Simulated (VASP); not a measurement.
Set up this calculation in VASP 6.6.1, as the native input.

```
Task                      : relaxation of the atoms
Functional                : PBEsol
Potentials or basis       : VASP PAW PBE potentials, release 64 (Cu)
Cutoff                    : 520 eV
k mesh                    : 8 × 8 × 1
Occupations               : fermi-dirac, width 0.05 eV
Spin                      : no spin polarisation
Dipole correction         : yes
Atoms held fixed (from 0) : [0, 1, 2]
Further INCAR settings    : ALGO = Normal; EDIFF = 1e-06; IBRION = 2; EDIFFG = -0.03; NSW = 50
```

The structure of Cu lies in POSCAR:

```
Cu
1.0
    2.5340966700      0.0000000000      0.0000000000
   -1.2670483300      2.1945920900      0.0000000000
    0.0000000000      0.0000000000     22.2814275000
Cu
6
Selective dynamics
Direct
    0.3333333300      0.6666666700      0.2692825673  F F F
    0.6666666700      0.3333333300      0.3615695404  F F F
    0.3333333300      0.6666666700      0.4538565135  F F F
    0.6666666700      0.3333333300      0.5461434865  T T T
    0.3333333300      0.6666666700      0.6384304596  T T T
    0.6666666700      0.3333333300      0.7307174327  T T T
```

These files were run (other wordings do the same):

INCAR

```
SYSTEM = Cu
ALGO = Normal
DIPOL = 0.5 0.5 0.500
EDIFF = 1E-6
EDIFFG = -0.03
ENCUT = 520
GGA = PS
IBRION = 2
IDIPOL = 3
ISIF = 2
ISMEAR = -1
LASPH = .TRUE.
LCHARG = .FALSE.
LDIPOL = .TRUE.
LREAL = .FALSE.
LWAVE = .FALSE.
NELM = 60
NSW = 50
PREC = Accurate
SIGMA = 0.05
```

KPOINTS

```
k-points
0
G
  8 8 1
  0 0 0
```

Potentials or basis: VASP PAW PBE potentials, release 64 (Cu).

Command:

```console
$ cat potpaw_PBE.64/Cu/POTCAR > POTCAR
$ mpirun -np 1 vasp_std > vasp.out
```

It gave:

| Property | Result |
| --- | --- |
| Energy gained by relaxing | 0.1 meV/atom |
| Ionic steps | 3 |
| Band gap on the k mesh | zero (bands 33 and 34 overlap by 4.47 eV) |

Run time: 5.6 min on 1 thread of Intel Xeon 8259CL (shared host), peak memory 0.25 GiB.
